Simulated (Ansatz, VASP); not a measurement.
Ga2O3: VASP beside Ansatz

INCAR

```
SYSTEM = Ga2O3
PREC = Accurate
ENCUT = 520
EDIFF = 1E-6
ISMEAR = 0
SIGMA = 0.01
LREAL = .False.
LASPH = .True.
NELM = 60
ALGO = Normal
ISIF = 2
LWAVE = .False.
LCHARG = .True.
GGA = PE
LELF = .True.
LVHAR = .True.
NBANDS = 30
```

File KPOINTS:

```
Automatic mesh
0
Gamma
  12 12 4
  0 0 0
```

File POSCAR:

```
Ga2O3
1.0
    2.9909461137      0.0000000000      0.0000000000
   -1.4954730568      2.5902353158      0.0000000000
    0.0000000000      0.0000000000      6.8457864116
Ga O
2 3
Direct
    0.3333333333      0.6666666667      0.2039202181
    0.6666666667      0.3333333333      0.7960797819
    0.0000000000      0.0000000000      0.0000000000
    0.3333333333      0.6666666667      0.6915979171
    0.6666666667      0.3333333333      0.3084020829
```

Input for Ansatz:

```yaml
crystal:
  lattice:
    - [2.9909461137, 0.0, 0.0]
    - [-1.4954730568, 2.5902353158, 0.0]
    - [0.0, 0.0, 6.8457864116]
  atoms:
    - { symbol: Ga, position: [0.3333333333, 0.6666666667, 0.2039202181] }
    - { symbol: Ga, position: [0.6666666667, 0.3333333333, 0.7960797819] }
    - { symbol: O, position: [0.0, 0.0, 0.0] }
    - { symbol: O, position: [0.3333333333, 0.6666666667, 0.6915979171] }
    - { symbol: O, position: [0.6666666667, 0.3333333333, 0.3084020829] }
kpoints:
  mp_grid: { grid: [12, 12, 4] }
  band_path:
    path:
      - [0.0, 0.0, 0.0]
      - [0.5, 0.0, 0.0]
      - [0.3333333333, 0.3333333333, 0.0]
      - [0.0, 0.0, 0.5]
      - [0.5, 0.0, 0.5]
      - [0.3333333333, 0.3333333333, 0.5]
    npoints: 1
hamiltonian:
  xc: pbe
scf:
  occupations: { method: fixed }
  n_extra_bands: 5
output:
  forces: true
  stress: true
  eigenvalues: true
```

Alike in both runs: task single point; functional PBE; k mesh 12 × 12 × 4; no spin polarisation.

|  | VASP | Ansatz |
| --- | --- | --- |
| version | VASP 6.6.1 | Ansatz 0.2.0 |
| potentials or method | VASP PAW PBE potentials, release 64 (Ga_d, O) | plane waves, PAW |
| plane-wave cutoff (eV) | 520 | 420 |
| occupations | gaussian, width 0.01 eV | fixed |
| valence electrons in the cell | 44 | 44 |

|  | VASP | Ansatz | Ansatz less VASP |
| --- | --- | --- | --- |
| gap on the k mesh at the Fermi level (eV) | 2.49 | 2.51 | +0.022 |
| pressure (GPa) | 9.0 | 8.3 | -0.73 |
| traceless stress, the component that is largest in VASP (GPa) | -2.16 | -1.74 | +0.413 |
| rms of the force components (eV/Å) | 0.186 | 0.184 | -0.0018 |

Atom by atom the forces differ by 0.015 eV/Å (rms over components).
